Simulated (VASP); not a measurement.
# Ir (P6_3/mmc) in VASP: a series of runs

Runs on Ir. Level: PBE. Tasks: single point.

Everything below comes from runs of VASP 6.6.1. Logs are shortened: lines on timing, memory, paths and dates and some standing lists are left out, and cuts for length are marked.

## 1. The cell of the first run

It takes space group P6_3/mmc (No. 194, hexagonal). The conventional cell has a = 2.830 Å, b = 2.830 Å, c = 4.334 Å, α = 90.00°, β = 90.00°, γ = 120.00°. Ir (site symmetry -6m2) has 12 Ir at 2.71 to 2.83 Å within 3.6 Å.

## 2. Single point, PBE

File INCAR:

```
SYSTEM = Ir
  ALGO = Normal
  EDIFF = 1E-6
  ENCUT = 520
  GGA = PE
  ISIF = 2
  ISMEAR = 0
  LASPH = .TRUE.
  LCHARG = .FALSE.
  LREAL = .FALSE.
  LWAVE = .FALSE.
  NBANDS = 16
  NELM = 60
  PREC = Accurate
  SIGMA = 0.15
```

File KPOINTS:

```
k-points
0
G
  18 18 10
  0 0 0
```

File POSCAR:

```
Ir
1.0
    2.8302000000      0.0000000000      0.0000000000
   -1.4151000000      2.4510250978      0.0000000000
    0.0000000000      0.0000000000      4.3342000000
Ir
2
Direct
    0.6666666667      0.3333333333      0.7500000000
    0.3333333333      0.6666666667      0.2500000000
```

Potentials or basis: VASP PAW PBE potentials, release 64 (Ir).

The run is started by

```bash
$ cat potpaw_PBE.64/Ir/POTCAR > POTCAR
$ mpirun -np 1 vasp_std > vasp.out
```

OUTCAR:

```text
SYSTEM = Ir
   EDIFF = 1E-6
   ENCUT = 520
   GGA = PE
   ISIF = 2
   ISMEAR = 0
   LASPH = .TRUE.
   LREAL = .FALSE.
   NELM = 60
   PREC = Accurate

 ion  position               nearest neighbor table
   1  0.667  0.333  0.750-   2 2.71   2 2.71   2 2.71   2 2.71   2 2.71   2 2.71
   2  0.333  0.667  0.250-   1 2.71   1 2.71   1 2.71   1 2.71   1 2.71   1 2.71

  LATTYP: Found a hexagonal cell.
 ALAT       =     2.8302000000
 C/A-ratio  =     1.5314112077

  Lattice vectors:

 A1 = (   2.8302000000,   0.0000000000,   0.0000000000)
 A2 = (  -1.4151000000,   2.4510250978,   0.0000000000)
 A3 = (   0.0000000000,   0.0000000000,   4.3342000000)

Analysis of symmetry for initial positions (statically):
=====================================================================
 Subroutine PRICEL returns:
 Original cell was already a primitive cell.

 Routine SETGRP: Setting up the symmetry group for a
 hexagonal supercell.

 Subroutine GETGRP returns: Found 24 space group operations
 (whereof 12 operations were pure point group operations)
 out of a pool of 24 trial point group operations.

The static configuration has the point symmetry D_3d.
 The point group associated with its full space group is D_6h.

Analysis of symmetry for dynamics (positions and initial velocities):
=====================================================================
 Subroutine PRICEL returns:
 Original cell was already a primitive cell.

 Routine SETGRP: Setting up the symmetry group for a
 hexagonal supercell.

 Subroutine GETGRP returns: Found 24 space group operations
 (whereof 12 operations were pure point group operations)
 out of a pool of 24 trial point group operations.

The dynamic configuration has the point symmetry D_3d.
 The point group associated with its full space group is D_6h.

 Subroutine INISYM returns: Found 24 space group operations
 (whereof 12 operations are pure point group operations),
 and found     1 'primitive' translations

----------------------------------------------------------------------------------------

                                     Primitive cell

  volume of cell :      30.0659

  direct lattice vectors                    reciprocal lattice vectors
     2.830200000  0.000000000  0.000000000     0.353331920  0.203996279  0.000000000
    -1.415100000  2.451025098  0.000000000     0.000000000  0.407992558  0.000000000
     0.000000000  0.000000000  4.334200000     0.000000000  0.000000000  0.230723086

  length of vectors
     2.830200000  2.830200000  4.334200000     0.407992558  0.407992558  0.230723086

  position of ions in fractional coordinates (direct lattice)
     0.666666667  0.333333333  0.750000000
     0.333333333  0.666666667  0.250000000

  ion indices of the primitive-cell ions
   primitive index   ion index
                 1           1
                 2           2

----------------------------------------------------------------------------------------

 KPOINTS: k-points

Automatic generation of k-mesh.
 Grid dimensions read from file:
 generate k-points for:   18   18   10

 Generating k-lattice:

  Cartesian coordinates                     Fractional coordinates (reciprocal lattice)
     0.019629551  0.011333127  0.000000000     0.055555556  0.000000000  0.000000000
     0.000000000  0.022666253  0.000000000     0.000000000  0.055555556  0.000000000
     0.000000000  0.000000000  0.023072309     0.000000000  0.000000000  0.100000000

  Length of vectors
     0.022666253  0.022666253  0.023072309

  Shift w.r.t. Gamma in fractional coordinates (k-lattice)
     0.000000000  0.000000000  0.000000000

 Subroutine IBZKPT returns following result:
 ===========================================

 Found    222 irreducible k-points:

 Following reciprocal coordinates:
            Coordinates               Weight
  0.000000  0.000000  0.000000      1.000000
  0.055556  0.000000  0.000000      6.000000
  0.111111  0.000000  0.000000      6.000000
  0.166667 -0.000000  0.000000      6.000000
  0.222222  0.000000  0.000000      6.000000
  0.277778  0.000000  0.000000      6.000000
[... 16 lines left out ...]
  0.333333  0.111111  0.000000     12.000000
  0.388889  0.111111  0.000000     12.000000
 [... further k-points ...]
   k-points           NKPTS =    222   k-points in BZ     NKDIM =    222   number of bands    NBANDS=     16
   number of dos      NEDOS =    301   number of ions     NIONS =      2
   total plane-waves  NPLWV =  18432
   dimension x,y,z NGX =    24 NGY =   24 NGZ =   32
   dimension x,y,z NGXF=    48 NGYF=   48 NGZF=   64
   ions per type =               2
   NGX,Y,Z   is equivalent  to a cutoff of  14.10, 14.10, 12.27 a.u.
   NGXF,Y,Z  is equivalent  to a cutoff of  28.20, 28.20, 24.55 a.u.
 SYSTEM =  Ir
   PREC   = accura    normal or accurate (medium, high low for compatibility)
   ISTART =      0    job   : 0-new  1-cont  2-samecut
   ICHARG =      2    charge: 1-file 2-atom 10-const
   ISPIN  =      1    spin polarized calculation?
   LNONCOLLINEAR =      F non collinear calculations
   LSORBIT =      F    spin-orbit coupling
   LASPH  =      T    aspherical Exc in radial PAW
   ENCUT  =  520.0 eV  38.22 Ry    6.18 a.u.   5.26  5.26  8.06*2*pi/ulx,y,z
   NELM   =     60;   NELMIN=  2; NELMDL= -5     # of ELM steps
   EDIFF  = 0.1E-05   stopping-criterion for ELM
   LREAL  =      F    real-space projection
   EDIFFG = 0.1E-04   stopping-criterion for IOM
   NSW    =      0    number of steps for IOM
   IBRION =     -1    ionic relax: 0-MD 1-quasi-New 2-CG
   NFREE  =      0    steps in history (QN), initial steepest desc. (CG)
   ISIF   =      2    stress and relaxation
   ISYM   =      2    0-nonsym 1-usesym 2-fastsym
   POTIM  = 0.5000    time-step for ionic-motion
   TEBEG  =    0.0;   TEEND  =   0.0 temperature during run
   PSTRESS=    0.0 pullay stress
   NELECT =      18.0000    total number of electrons
   NUPDOWN=      -1.0000    fix difference up-down
   EMIN   =  10.00;   EMAX   =-10.00  energy-range for DOS
   EFERMI =   0.00;   METHOD = LEGACY
   ISMEAR =     0;   SIGMA  =   0.15  broadening in eV -4-tet -1-fermi 0-gaus
   EFERMI_NEDOS =   21; number of points for ismear=-14 and -15
   IALGO  =     38    algorithm
   IMIX   =      4    mixing-type and parameters
     AMIX     =   0.40;   BMIX     =  1.00
     AMIX_MAG =   1.60;   BMIX_MAG =  1.00
  volume/ion in A,a.u.               =      15.03       101.45
  Fermi-wavevector in a.u.,A,eV,Ry     =   1.379773  2.607393 25.902421  1.903774
  Thomas-Fermi vector in A             =   2.504712
   LORBIT       =      0    0 simple, 1 ext, 2 COOP (PROOUT), +10 PAW based schemes
   GGA     = PE    functional components
   LHFCALC =     F    Hartree Fock is set to
   AEXX    =    0.0000 exact exchange contribution
   IVDW    =     0    specifies the selected vdW correction
   LEPSILON=     F    determine dielectric tensor
   LRPA    =     F    only Hartree local field effects (RPA)
 non-spin polarized calculation
 Gauss-broadening in eV      SIGMA  =   0.15
  energy-cutoff  :      520.00
  volume of cell :       30.07
 maximum number of plane-waves:       828
 NGX is ok and might be reduce to    24
   NGX = 11   NGY = 11   NGZ = 17

 number of electron      18.0000000 magnetization

 Free energy of the ion-electron system (eV)
  ---------------------------------------------------
  ext. energy  EPLUGINS =         0.00000000
  ---------------------------------------------------
  free energy    TOTEN  =       -17.47813013 eV

  energy without entropy =      -17.44345452  energy(sigma->0) =      -17.46079233

 E-fermi :   9.5413     XC(G=0): -13.6234

 val. band max:        9.5395800905   @ k =   0.3889  -0.0000   0.1000
 cond. band min:       9.5416740862   @ k =   0.5000   0.0000   0.2000
 fundamental gap:      0.0020939957
 Fermi energy:         9.5413372409

 k-point     1 :       0.0000    0.0000    0.0000
  band No.  band energies     occupation
      1      -1.0935      2.00000
      2       2.0394      2.00000
      3       5.9546      2.00000
      4       5.9546      2.00000
      5       6.4218      2.00000
      6       6.6786      2.00000
[... 8 lines left out ...]
     15      26.7258      0.00000
     16      27.0939      0.00000

 k-point     2 :       0.0556    0.0000    0.0000
  band No.  band energies     occupation
      1      -0.9850      2.00000
      2       2.1287      2.00000
      3       5.7609      2.00000
      4       6.0423      2.00000
      5       6.5880      2.00000
      6       6.6329      2.00000
[... 8 lines left out ...]
     15      26.8416      0.00000
     16      27.2166      0.00000

 k-point     3 :       0.1111    0.0000    0.0000
  band No.  band energies     occupation
      1      -0.6670      2.00000
      2       2.3787      2.00000
      3       5.4204      2.00000
      4       6.3015      2.00000
      5       6.4287      2.00000
      6       6.4790      2.00000
[... 8 lines left out ...]
     15      27.0157      0.00000
     16      27.1342      0.00000

 k-point     4 :       0.1667   -0.0000    0.0000
  band No.  band energies     occupation
      1      -0.1635      2.00000
      2       2.7252      2.00000
      3       5.0884      2.00000
      4       5.7992      2.00000
      5       6.3018      2.00000
      6       6.3726      2.00000
[... 8 lines left out ...]
     15      26.4070      0.00000
     16      26.4375      0.00000

 k-point     5 :       0.2222    0.0000    0.0000
  band No.  band energies     occupation
      1       0.4785      2.00000
      2       3.0243      2.00000
      3       4.8891      2.00000
      4       5.0881      2.00000
      5       6.1011      2.00000
      6       6.1775      2.00000
[... 8 lines left out ...]
     15      24.9779      0.00000
     16      26.0590      0.00000

 k-point     6 :       0.2778    0.0000    0.0000
  band No.  band energies     occupation
      1       1.1778      2.00000
      2       3.0963      2.00000
      3       4.4421      2.00000
      4       4.9405      2.00000
      5       5.8421      2.00000
      6       6.2160      2.00000
[... 8 lines left out ...]
     15      23.5471      0.00000
     16      25.1098      0.00000

 k-point     7 :       0.3333   -0.0000    0.0000
  band No.  band energies     occupation
      1       1.8112      2.00000
      2       2.9657      2.00000
      3       3.9144      2.00000
      4       5.1905      2.00000
      5       5.6200      2.00000
      6       6.4609      2.00000
[... 8 lines left out ...]
     15      22.2188      0.00000
     16      24.3433      0.00000

 k-point     8 :       0.3889   -0.0000    0.0000
  band No.  band energies     occupation
      1       2.2554      2.00000
      2       2.7892      2.00000
      3       3.5268      2.00000
      4       5.4510      2.00000
      5       5.5598      2.00000
      6       6.6115      2.00000
[... 8 lines left out ...]
     15      21.0937      0.00000
     16      23.0360      0.00000

 k-point     9 :       0.4444    0.0000    0.0000
  band No.  band energies     occupation
      1       2.4851      2.00000
      2       2.6549      2.00000
      3       3.2906      2.00000
      4       5.3457      2.00000
      5       5.9393      2.00000
      6       6.5441      2.00000
[... 8 lines left out ...]
     15      20.3117      0.00000
     16      21.2467      0.00000
[... 172 lines left out ...]
 k-point    19 :       0.1111    0.1111    0.0000
  band No.  band energies     occupation
      1       0.1298      2.00000
      2       2.9345      2.00000
      3       4.8617      2.00000
      4       5.5356      2.00000
      5       6.1108      2.00000
      6       6.2482      2.00000
[... 8 lines left out ...]
     15      24.3218      0.00000
     16      26.9639      0.00000

 k-point    20 :       0.1667    0.1111    0.0000
  band No.  band energies     occupation
      1       0.7597      2.00000
      2       3.2588      2.00000
      3       4.5988      2.00000
      4       4.9072      2.00000
      5       5.8615      2.00000
      6       6.1695      2.00000
[... 8 lines left out ...]
     15      23.1111      0.00000
     16      26.0391      0.00000

 k-point    21 :       0.2222    0.1111    0.0000
  band No.  band energies     occupation
      1       1.4561      2.00000
      2       3.3757      2.00000
      3       4.3245      2.00000
      4       4.5664      2.00000
      5       5.6565      2.00000
      6       6.2293      2.00000
[... 8 lines left out ...]
     15      21.9067      0.00000
     16      25.2228      0.00000

 k-point    22 :       0.2778    0.1111    0.0000
  band No.  band energies     occupation
      1       2.0977      2.00000
      2       3.2468      2.00000
      3       3.8413      2.00000
      4       4.8022      2.00000
      5       5.4997      2.00000
      6       6.4709      2.00000
[... 8 lines left out ...]
     15      20.6621      0.00000
     16      24.5581      0.00000

 k-point    23 :       0.3333    0.1111    0.0000
  band No.  band energies     occupation
      1       2.5496      2.00000
      2       3.0631      2.00000
      3       3.4832      2.00000
      4       5.1812      2.00000
      5       5.3920      2.00000
      6       6.5441      2.00000
[... 8 lines left out ...]
     15      19.5388      0.00000
     16      23.7957      0.00000

 k-point    24 :       0.3889    0.1111    0.0000
  band No.  band energies     occupation
      1       2.7765      2.00000
      2       2.9283      2.00000
      3       3.2637      2.00000
      4       5.3306      2.00000
      5       5.5657      2.00000
      6       6.4380      2.00000
[... 8 lines left out ...]
     15      20.0989      0.00000
     16      22.2504      0.00000

 [... further k-points ...]
[... 5 lines left out ...]
  --------------------------------------------------------------------------------------
  -------------------------------------------------------------------------------------
  Total       -2.5443185     -2.5443185      0.5473042      0.0000000      0.0000000      0.0000000
  in kB     -135.5839328   -135.5839328     29.1652400      0.0000000      0.0000000      0.0000000
  external PRESSURE =     -80.6675419 kB  Pullay stress =       0.0000000 kB

 VOLUME and BASIS-vectors are now :
 -----------------------------------------------------------------------------
  energy-cutoff  :      520.00
  volume of cell :       30.07
      direct lattice vectors                 reciprocal lattice vectors
     2.830200000  0.000000000  0.000000000     0.353331920  0.203996279  0.000000000
    -1.415100000  2.451025098  0.000000000     0.000000000  0.407992558  0.000000000
     0.000000000  0.000000000  4.334200000     0.000000000  0.000000000  0.230723086

 POSITION                                       TOTAL-FORCE (eV/Angst)
 -----------------------------------------------------------------------------------
      1.41510      0.81701      3.25065        -0.000000      0.000000      0.000000
     -0.00000      1.63402      1.08355         0.000000     -0.000000      0.000000
 -----------------------------------------------------------------------------------
    total drift:                               -0.000000      0.000000     -0.000000

  FREE ENERGIE OF THE ION-ELECTRON SYSTEM (eV)
  ---------------------------------------------------
  free  energy   TOTEN  =       -17.4781301295 eV

  energy  without entropy=      -17.4434545215  energy(sigma->0) =      -17.46079233
```

It took 47 s on 1 thread of AMD EPYC 9R45 (Zen 5), shared host; peak memory 0.19 GiB.

Results:

```yaml
Free_energy: -17.4781 eV
Pressure: -8.1 GPa
Band_gap_on_the_k_mesh: zero (band 9 reaches 10.28 eV, above the bottom of band 10 at 7.37 eV)
```

Stress tensor (GPa, compression positive):
```
-13.56   0.00   0.00
  0.00 -13.56   0.00
  0.00   0.00   2.92
```

Caveat: spin-orbit coupling is left out, which moves the levels of the heavy elements.

(Continued in part 2 of 2.)
